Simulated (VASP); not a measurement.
A run of VASP 6.6.1:

INCAR

```
SYSTEM = Zn2InO
PREC = Accurate
ENCUT = 520
EDIFF = 1E-6
ISMEAR = 0
SIGMA = 0.1
LREAL = .FALSE.
LASPH = .TRUE.
NELM = 100
ALGO = Normal
ISIF = 2
LWAVE = .FALSE.
LCHARG = .TRUE.
GGA = PE
LELF = .TRUE.
LVHAR = .TRUE.
NBANDS = 30
```

The input KPOINTS:

```
Automatic mesh
0
G
  4 4 4
  0 0 0
```

The input POSCAR:

```
Zn2InO
1.0
    3.2022355547      0.0000000000      0.0000000000
    0.0000000000      3.2022355547      0.0000000000
    0.0000000000      0.0000000000      6.8395381746
Zn In O
2 1 1
Direct
    0.5000000000      0.0000000000      0.8248372662
    0.0000000000      0.5000000000      0.1751627338
    0.5000000000      0.5000000000      0.5000000000
    0.0000000000      0.0000000000      0.0000000000
```

Potentials or basis: VASP PAW PBE potentials, release 64 (Zn, In_d, O).

The run is started by

```sh
$ cat potpaw_PBE.64/Zn/POTCAR potpaw_PBE.64/In_d/POTCAR potpaw_PBE.64/O/POTCAR > POTCAR
$ mpirun -np 1 vasp_std > vasp.out
```

Hardware: 1 thread of AMD EPYC 9R45 96-Core Processor (Zen 5), on a shared host.

Estimate the wall time of this run.

It took 21 s on 1 thread of AMD EPYC 9R45 96-Core Processor (Zen 5) (shared host), peak memory 0.16 GiB. Counts: scf iterations 14, k points 18.
